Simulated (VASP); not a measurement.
A run of VASP 6.6.1:

Contents of POSCAR:

```
TePd
1.0
    4.1822878571      0.0000000000      0.0000000000
   -2.0911439286      3.6219675302      0.0000000000
    0.0000000000      0.0000000000      5.7389270224
Te Pd
2 2
Direct
    0.3333333333      0.6666666667      0.2500000000
    0.6666666667      0.3333333333      0.7500000000
    0.0000000000      0.0000000000      0.0000000000
    0.0000000000      0.0000000000      0.5000000000
```

File INCAR.step1:

```
SYSTEM = TePd
ALGO = Normal
EDIFF = 1E-4
ENCUT = 520
GGA = PE
ISMEAR = 0
LASPH = .True.
LCHARG = .False.
LREAL = .False.
LWAVE = .True.
NBANDS = 24
NELM = 60
PREC = Accurate
SIGMA = 0.1
```

INCAR.step2

```
SYSTEM = TePd
ALGO = Normal
EDIFF = 1E-7
ENCUT = 520
ISIF = 2
ISMEAR = 0
ISTART = 1
LASPH = .True.
LCHARG = .False.
LMIXTAU = .True.
LREAL = .False.
LWAVE = .False.
METAGGA = R2SCAN
NBANDS = 24
NELM = 60
PREC = Accurate
SIGMA = 0.1
```

KPOINTS

```
k-points
0
Gamma
  12 12 8
  0 0 0
```

Potentials or basis: VASP PAW PBE potentials, release 64 (Te, Pd).

Run with:

```console
$ cat potpaw_PBE.64/Te/POTCAR potpaw_PBE.64/Pd/POTCAR > POTCAR
$ cp INCAR.step1 INCAR
$ mpirun -np 1 vasp_std > vasp.out
$ cp INCAR.step2 INCAR
$ mpirun -np 1 vasp_std > vasp.out
```

Hardware: 1 thread of AMD EPYC 9R45 96-Core Processor (Zen 5), on a shared host.

Problem. Estimate the wall time of this run.

Solution. It took 8.5 min on 1 thread of AMD EPYC 9R45 96-Core Processor (Zen 5), on a shared host, peak memory 0.32 GiB. Counts: k points 95.
